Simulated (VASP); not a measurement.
# La (Im-3m) in VASP: further runs

The runs below take La through electric field gradients, with LDA.

All numbers are computed with VASP 6.6.1; they aren't measurements. Logs are shortened: lines on timing, memory, paths and dates and some standing lists are left out, and cuts for length are marked.

**1. The cell of the first run**

The structure is cubic, space group Im-3m (No. 229). The conventional cell has a = 4.190 Å, b = 4.190 Å, c = 4.190 Å, α = 90.00°, β = 90.00°, γ = 90.00°. La (site symmetry m-3m) has 14 La at 3.63 to 4.19 Å within 4.8 Å.

**2. Electric field gradients, LDA (volume scaled by 0.96)**

Contents of INCAR:

```
PREC = Accurate ; ENCUT = 520
EDIFF = 1E-8 ; ISMEAR = -1
SIGMA = 0.03 ; LREAL = False
LASPH = True ; NELM = 100
ALGO = Normal ; ISIF = 2
LWAVE = False ; LCHARG = False
GGA = CA ; LEFG = True
NBANDS = 12
```

Contents of KPOINTS:

```
regular mesh
0
Gamma
  11 11 11
```

Contents of POSCAR:

```
La
1.0
   -2.0951271325      2.0951271325      2.0951271325
    2.0951271325     -2.0951271325      2.0951271325
    2.0951271325      2.0951271325     -2.0951271325
La
1
Direct
    0.0000000000      0.0000000000      0.0000000000
```

Potentials or basis: VASP PAW LDA potentials, release 64 (La).

Launch:

```bash
$ cat potpaw_LDA.64/La/POTCAR > POTCAR
$ mpirun -np 1 vasp_std > vasp.out
```

OUTCAR:

```text
PREC = Accurate
   ENCUT = 520
   EDIFF = 1E-8
   ISMEAR = -1
   LREAL = False
   LASPH = True
   NELM = 100
   ISIF = 2
   GGA = CA

 ion  position               nearest neighbor table
   1  0.000  0.000  0.000-

  LATTYP: Found a body centered cubic cell.
 ALAT       =     4.1902542650

  Lattice vectors:

 A1 = (  -2.0951271325,   2.0951271325,   2.0951271325)
 A2 = (   2.0951271325,  -2.0951271325,   2.0951271325)
 A3 = (   2.0951271325,   2.0951271325,  -2.0951271325)

Analysis of symmetry for initial positions (statically):
=====================================================================
 Subroutine PRICEL returns:
 Original cell was already a primitive cell.

 Routine SETGRP: Setting up the symmetry group for a
 body centered cubic supercell.

 Subroutine GETGRP returns: Found 48 space group operations
 (whereof 48 operations were pure point group operations)
 out of a pool of 48 trial point group operations.

The static configuration has the point symmetry O_h .

Analysis of symmetry for dynamics (positions and initial velocities):
=====================================================================
 Subroutine PRICEL returns:
 Original cell was already a primitive cell.

 Routine SETGRP: Setting up the symmetry group for a
 body centered cubic supercell.

 Subroutine GETGRP returns: Found 48 space group operations
 (whereof 48 operations were pure point group operations)
 out of a pool of 48 trial point group operations.

The dynamic configuration has the point symmetry O_h .

 Subroutine INISYM returns: Found 48 space group operations
 (whereof 48 operations are pure point group operations),
 and found     1 'primitive' translations

----------------------------------------------------------------------------------------

                                     Primitive cell

  volume of cell :      36.7867

  direct lattice vectors                    reciprocal lattice vectors
    -2.095127133  2.095127133  2.095127133     0.000000000  0.238649002  0.238649002
     2.095127133 -2.095127133  2.095127133     0.238649002  0.000000000  0.238649002
     2.095127133  2.095127133 -2.095127133     0.238649002  0.238649002  0.000000000

[... 116 lines left out ...]
   NGX = 13   NGY = 13   NGZ = 13

 number of electron      11.0000002 magnetization

 Free energy of the ion-electron system (eV)
  ---------------------------------------------------
  ext. energy  EPLUGINS =         0.00000000
  ---------------------------------------------------
  free energy    TOTEN  =        -5.39270286 eV

  energy without entropy =       -5.37900316  energy(sigma->0) =       -5.38585301

 E-fermi :   7.7314     XC(G=0):  -9.8039

 val. band max:        7.7285484674   @ k =   0.1818   0.1818   0.1818
 cond. band min:       7.7572113319   @ k =  -0.3636   0.3636   0.1818
 fundamental gap:      0.0286628645
 Fermi energy:         7.7313680001

 k-point     1 :       0.0000    0.0000    0.0000
  band No.  band energies     occupation
      1     -25.0213      2.00000
      2      -7.9733      2.00000
      3      -7.9733      2.00000
      4      -7.9733      2.00000
      5       4.5511      2.00000
      6       9.0827      0.00000
      7       9.0827      0.00000
      8       9.0827      0.00000
      9       9.2095      0.00000
     10       9.2095      0.00000
     11       9.2095      0.00000
     12       9.8013      0.00000
[... 331 lines left out ...]
 k-point    24 :       0.3636    0.1818    0.0909
  band No.  band energies     occupation
      1     -24.7889      2.00000
      2      -9.1753      2.00000
      3      -8.6432      2.00000
      4      -8.2306      2.00000
      5       6.9998      2.00000
      6       7.6890      1.60775
      7       9.0652      0.00000
      8       9.3481      0.00000
      9       9.4079      0.00000
     10       9.6092      0.00000
     11       9.6732      0.00000
     12       9.6899      0.00000

 [... further k-points ...]
[... 5 lines left out ...]
  --------------------------------------------------------------------------------------
  -------------------------------------------------------------------------------------
  Total       -0.6470562     -0.6470562     -0.6470562      0.0000000     -0.0000000     -0.0000000
  in kB      -28.1813265    -28.1813265    -28.1813265      0.0000000     -0.0000000     -0.0000000
  external PRESSURE =     -28.1813265 kB  Pullay stress =       0.0000000 kB

 VOLUME and BASIS-vectors are now :
 -----------------------------------------------------------------------------
  energy-cutoff  :      520.00
  volume of cell :       36.79
      direct lattice vectors                 reciprocal lattice vectors
    -2.095127133  2.095127133  2.095127133     0.000000000  0.238649002  0.238649002
     2.095127133 -2.095127133  2.095127133     0.238649002  0.000000000  0.238649002
     2.095127133  2.095127133 -2.095127133     0.238649002  0.238649002  0.000000000

 POSITION                                       TOTAL-FORCE (eV/Angst)
 -----------------------------------------------------------------------------------
      0.00000      0.00000      0.00000        -0.000000      0.000000      0.000000
 -----------------------------------------------------------------------------------
    total drift:                               -0.000000     -0.000000      0.000000

  FREE ENERGIE OF THE ION-ELECTRON SYSTEM (eV)
  ---------------------------------------------------
  free  energy   TOTEN  =        -5.3927028618 eV

  energy  without entropy=       -5.3790031623  energy(sigma->0) =       -5.38585301

 Electric field gradients (V/A^2)
---------------------------------------------------------------------
 ion       V_xx      V_yy      V_zz      V_xy      V_xz      V_yz
---------------------------------------------------------------------
   1      -0.000    -0.000     0.000    -0.000    -0.000    -0.000
---------------------------------------------------------------------

 Electric field gradients after diagonalization (V/A^2)
 (convention: |V_zz| > |V_xx| > |V_yy|)
----------------------------------------------------------------------
 ion       V_xx      V_yy      V_zz     asymmetry (V_yy - V_xx)/ V_zz
----------------------------------------------------------------------
   1       0.000     0.000    -0.000       0.000
----------------------------------------------------------------------

           NMR quadrupolar parameters

 Cq : quadrupolar parameter    Cq=e*Q*V_zz/h
 eta: asymmetry parameters     (V_yy - V_xx)/ V_zz
 Q  : nuclear electric quadrupole moment in mb (millibarn)
----------------------------------------------------------------------
 ion       Cq(MHz)       eta       Q (mb)
----------------------------------------------------------------------
   1      -0.000       0.000       1.000
----------------------------------------------------------------------
```

OSZICAR:

```text
N       E                     dE             d eps       ncg     rms          rms(c)
DAV:   1     0.940757350733E+02    0.94076E+02   -0.37457E+03  1368   0.117E+03
DAV:   2     0.126858151144E+01   -0.92807E+02   -0.88677E+02  1672   0.180E+02
DAV:   3    -0.506747778728E+01   -0.63361E+01   -0.60090E+01  1860   0.767E+01
DAV:   4    -0.540587081750E+01   -0.33839E+00   -0.33479E+00  2484   0.123E+01
DAV:   5    -0.541885353175E+01   -0.12983E-01   -0.12836E-01  2188   0.225E+00    0.213E+00
DAV:   6    -0.540309509055E+01    0.15758E-01   -0.86828E-03  2516   0.573E-01    0.124E+00
DAV:   7    -0.539279025429E+01    0.10305E-01   -0.38167E-03  2412   0.369E-01    0.755E-02
DAV:   8    -0.539268200670E+01    0.10825E-03   -0.21552E-04  2380   0.832E-02    0.179E-02
DAV:   9    -0.539270272165E+01   -0.20715E-04   -0.28224E-05  2492   0.307E-02    0.116E-02
DAV:  10    -0.539270279395E+01   -0.72300E-07   -0.13278E-06  2556   0.738E-03    0.321E-03
DAV:  11    -0.539270286442E+01   -0.70469E-07   -0.16381E-07  2460   0.299E-03    0.404E-04
DAV:  12    -0.539270286177E+01    0.26537E-08   -0.50918E-09  1624   0.586E-04
   1 F= -.53927029E+01 E0= -.53858530E+01  d E =-.136997E-01
```

Wall time 36 s (1 thread of Intel Xeon Platinum 8375C at 2.90GHz (Ice Lake), shared host); peak memory 0.16 GiB.

What came out:

```yaml
Free_energy: -5.3927 eV
Pressure: -2.8 GPa
```

Levels at points of the mesh, in eV from the Fermi level:
```
           k point  band 3  band 4  band 5  band 6  band 7  band 8
(0.00, 0.00, 0.00)  -15.70  -15.70   -3.18    1.35    1.35    1.35
```

Caveat: without QUAD_EFG the Cq values of the log hold for a quadrupole moment of 1 mb, not for the nuclei; spin-orbit coupling is left out, which moves the levels of the heavy elements.

**3. Electric field gradients, LDA (volume scaled by 0.96)**

Contents of INCAR:

```
SYSTEM = La
PREC = Accurate
ENCUT = 520
EDIFF = 1E-8
ISMEAR = -1
SIGMA = 0.03
LREAL = .False.
LASPH = .True.
NELM = 60
ALGO = Normal
ISIF = 2
LWAVE = .False.
LCHARG = .False.
GGA = CA
LEFG = .True.
NBANDS = 12
```

Contents of KPOINTS:

```
regular mesh
0
Gamma
  11 11 11
  0 0 0
```

POSCAR is that of step 2.

Potentials or basis: VASP PAW LDA potentials, release 64 (La).

Launch:

```bash
$ cat potpaw_LDA.64/La/POTCAR > POTCAR
$ mpirun -np 1 vasp_std > vasp.out
```

OUTCAR:

```text
SYSTEM = La
   PREC = Accurate
   ENCUT = 520
   EDIFF = 1E-8
   ISMEAR = -1
   LREAL = .False.
   LASPH = .True.
   NELM = 60
   ISIF = 2
   GGA = CA

 ion  position               nearest neighbor table
   1  0.000  0.000  0.000-

  LATTYP: Found a body centered cubic cell.
 ALAT       =     4.1902542650

  Lattice vectors:

 A1 = (  -2.0951271325,   2.0951271325,   2.0951271325)
 A2 = (   2.0951271325,  -2.0951271325,   2.0951271325)
 A3 = (   2.0951271325,   2.0951271325,  -2.0951271325)

Analysis of symmetry for initial positions (statically):
=====================================================================
 Subroutine PRICEL returns:
 Original cell was already a primitive cell.

 Routine SETGRP: Setting up the symmetry group for a
 body centered cubic supercell.

 Subroutine GETGRP returns: Found 48 space group operations
 (whereof 48 operations were pure point group operations)
 out of a pool of 48 trial point group operations.

The static configuration has the point symmetry O_h .

Analysis of symmetry for dynamics (positions and initial velocities):
=====================================================================
 Subroutine PRICEL returns:
 Original cell was already a primitive cell.

 Routine SETGRP: Setting up the symmetry group for a
 body centered cubic supercell.

 Subroutine GETGRP returns: Found 48 space group operations
 (whereof 48 operations were pure point group operations)
 out of a pool of 48 trial point group operations.

The dynamic configuration has the point symmetry O_h .

 Subroutine INISYM returns: Found 48 space group operations
 (whereof 48 operations are pure point group operations),
 and found     1 'primitive' translations

----------------------------------------------------------------------------------------

                                     Primitive cell

  volume of cell :      36.7867

  direct lattice vectors                    reciprocal lattice vectors
    -2.095127133  2.095127133  2.095127133     0.000000000  0.238649002  0.238649002
     2.095127133 -2.095127133  2.095127133     0.238649002  0.000000000  0.238649002
     2.095127133  2.095127133 -2.095127133     0.238649002  0.238649002  0.000000000

  length of vectors
     3.628866642  3.628866642  3.628866642     0.337500656  0.337500656  0.337500656

  position of ions in fractional coordinates (direct lattice)
     0.000000000  0.000000000  0.000000000

  ion indices of the primitive-cell ions
   primitive index   ion index
                 1           1

----------------------------------------------------------------------------------------

 KPOINTS: regular mesh

Automatic generation of k-mesh.
 Grid dimensions read from file:
 generate k-points for:   11   11   11

 Generating k-lattice:

  Cartesian coordinates                     Fractional coordinates (reciprocal lattice)
     0.000000000  0.021695364  0.021695364     0.090909091  0.000000000  0.000000000
[... 71 lines left out ...]
   NUPDOWN=      -1.0000    fix difference up-down
   EMIN   =  10.00;   EMAX   =-10.00  energy-range for DOS
   EFERMI =   0.00;   METHOD = LEGACY
   ISMEAR =    -1;   SIGMA  =   0.03  broadening in eV -4-tet -1-fermi 0-gaus
   EFERMI_NEDOS =   21; number of points for ismear=-14 and -15
   IALGO  =     38    algorithm
   IMIX   =      4    mixing-type and parameters
     AMIX     =   0.40;   BMIX     =  1.00
     AMIX_MAG =   1.60;   BMIX_MAG =  1.00
  volume/ion in A,a.u.               =      36.79       248.25
  Fermi-wavevector in a.u.,A,eV,Ry     =   1.094734  2.068748 16.305806  1.198443
  Thomas-Fermi vector in A             =   2.231045
   LORBIT       =      0    0 simple, 1 ext, 2 COOP (PROOUT), +10 PAW based schemes
   GGA     = CA    functional components
   LHFCALC =     F    Hartree Fock is set to
   AEXX    =    0.0000 exact exchange contribution
   IVDW    =     0    specifies the selected vdW correction
   LEPSILON=     F    determine dielectric tensor
   LRPA    =     F    only Hartree local field effects (RPA)
 non-spin polarized calculation
  energy-cutoff  :      520.00
  volume of cell :       36.79
 maximum number of plane-waves:      1008
   NGX = 13   NGY = 13   NGZ = 13

 number of electron      11.0000002 magnetization

 Free energy of the ion-electron system (eV)
  ---------------------------------------------------
  ext. energy  EPLUGINS =         0.00000000
  ---------------------------------------------------
  free energy    TOTEN  =        -5.39270286 eV

  energy without entropy =       -5.37900316  energy(sigma->0) =       -5.38585301

 E-fermi :   7.7314     XC(G=0):  -9.8039

 val. band max:        7.7285484674   @ k =   0.1818   0.1818   0.1818
 cond. band min:       7.7572113319   @ k =  -0.3636   0.3636   0.1818
 fundamental gap:      0.0286628645
 Fermi energy:         7.7313680001

 k-point     1 :       0.0000    0.0000    0.0000
  band No.  band energies     occupation
      1     -25.0213      2.00000
      2      -7.9733      2.00000
      3      -7.9733      2.00000
      4      -7.9733      2.00000
      5       4.5511      2.00000
      6       9.0827      0.00000
      7       9.0827      0.00000
      8       9.0827      0.00000
      9       9.2095      0.00000
     10       9.2095      0.00000
     11       9.2095      0.00000
     12       9.8013      0.00000
[... 331 lines left out ...]
 k-point    24 :       0.3636    0.1818    0.0909
  band No.  band energies     occupation
      1     -24.7889      2.00000
      2      -9.1753      2.00000
      3      -8.6432      2.00000
      4      -8.2306      2.00000
      5       6.9998      2.00000
      6       7.6890      1.60775
      7       9.0652      0.00000
      8       9.3481      0.00000
      9       9.4079      0.00000
     10       9.6092      0.00000
     11       9.6732      0.00000
     12       9.6899      0.00000

 [... further k-points ...]

------------------------ aborting loop because EDIFF is reached ----------------------------------------

  FORCE on cell =-STRESS in cart. coord.  units (eV):
  Direction    XX          YY          ZZ          XY          YZ          ZX
  --------------------------------------------------------------------------------------
  -------------------------------------------------------------------------------------
  Total       -0.6470562     -0.6470562     -0.6470562      0.0000000     -0.0000000     -0.0000000
  in kB      -28.1813265    -28.1813265    -28.1813265      0.0000000     -0.0000000     -0.0000000
  external PRESSURE =     -28.1813265 kB  Pullay stress =       0.0000000 kB

 VOLUME and BASIS-vectors are now :
 -----------------------------------------------------------------------------
  energy-cutoff  :      520.00
  volume of cell :       36.79
      direct lattice vectors                 reciprocal lattice vectors
    -2.095127133  2.095127133  2.095127133     0.000000000  0.238649002  0.238649002
     2.095127133 -2.095127133  2.095127133     0.238649002  0.000000000  0.238649002
     2.095127133  2.095127133 -2.095127133     0.238649002  0.238649002  0.000000000

 POSITION                                       TOTAL-FORCE (eV/Angst)
 -----------------------------------------------------------------------------------
      0.00000      0.00000      0.00000        -0.000000      0.000000      0.000000
 -----------------------------------------------------------------------------------
    total drift:                               -0.000000     -0.000000      0.000000

  FREE ENERGIE OF THE ION-ELECTRON SYSTEM (eV)
  ---------------------------------------------------
  free  energy   TOTEN  =        -5.3927028618 eV

  energy  without entropy=       -5.3790031623  energy(sigma->0) =       -5.38585301

 Electric field gradients (V/A^2)
---------------------------------------------------------------------
 ion       V_xx      V_yy      V_zz      V_xy      V_xz      V_yz
---------------------------------------------------------------------
   1      -0.000    -0.000     0.000    -0.000    -0.000    -0.000
---------------------------------------------------------------------

 Electric field gradients after diagonalization (V/A^2)
 (convention: |V_zz| > |V_xx| > |V_yy|)
----------------------------------------------------------------------
 ion       V_xx      V_yy      V_zz     asymmetry (V_yy - V_xx)/ V_zz
----------------------------------------------------------------------
   1       0.000     0.000    -0.000       0.000
----------------------------------------------------------------------

           NMR quadrupolar parameters

 Cq : quadrupolar parameter    Cq=e*Q*V_zz/h
 eta: asymmetry parameters     (V_yy - V_xx)/ V_zz
 Q  : nuclear electric quadrupole moment in mb (millibarn)
----------------------------------------------------------------------
 ion       Cq(MHz)       eta       Q (mb)
----------------------------------------------------------------------
   1      -0.000       0.000       1.000
----------------------------------------------------------------------
```

OSZICAR:

```text
N       E                     dE             d eps       ncg     rms          rms(c)
DAV:   1     0.940757350733E+02    0.94076E+02   -0.37457E+03  1368   0.117E+03
DAV:   2     0.126858151144E+01   -0.92807E+02   -0.88677E+02  1672   0.180E+02
DAV:   3    -0.506747778728E+01   -0.63361E+01   -0.60090E+01  1860   0.767E+01
DAV:   4    -0.540587081750E+01   -0.33839E+00   -0.33479E+00  2484   0.123E+01
DAV:   5    -0.541885353175E+01   -0.12983E-01   -0.12836E-01  2188   0.225E+00    0.213E+00
DAV:   6    -0.540309509055E+01    0.15758E-01   -0.86828E-03  2516   0.573E-01    0.124E+00
DAV:   7    -0.539279025429E+01    0.10305E-01   -0.38167E-03  2412   0.369E-01    0.755E-02
DAV:   8    -0.539268200670E+01    0.10825E-03   -0.21552E-04  2380   0.832E-02    0.179E-02
DAV:   9    -0.539270272165E+01   -0.20715E-04   -0.28224E-05  2492   0.307E-02    0.116E-02
DAV:  10    -0.539270279395E+01   -0.72300E-07   -0.13278E-06  2556   0.738E-03    0.321E-03
DAV:  11    -0.539270286442E+01   -0.70469E-07   -0.16381E-07  2460   0.299E-03    0.404E-04
DAV:  12    -0.539270286177E+01    0.26537E-08   -0.50918E-09  1624   0.586E-04
   1 F= -.53927029E+01 E0= -.53858530E+01  d E =-.136997E-01
```

Run time: 39 s. Hardware: 1 thread of Intel Xeon Platinum 8375C at 2.90GHz (Ice Lake), shared host; peak memory 0.16 GiB.

Results:

```yaml
Free_energy: -5.3927 eV
Pressure: -2.8 GPa
```

Levels at points of the mesh, in eV from the Fermi level:
```tsv
k point	band 1	band 2	band 3	band 4	band 5	band 6	band 7	band 8	band 9	band 10
(0.00, 0.00, 0.00)	-32.75	-15.70	-15.70	-15.70	-3.18	1.35	1.35	1.35	1.48	1.48
```

Caveat: without QUAD_EFG the Cq values of the log hold for a quadrupole moment of 1 mb, not for the nuclei; spin-orbit coupling is left out, which moves the levels of the heavy elements.
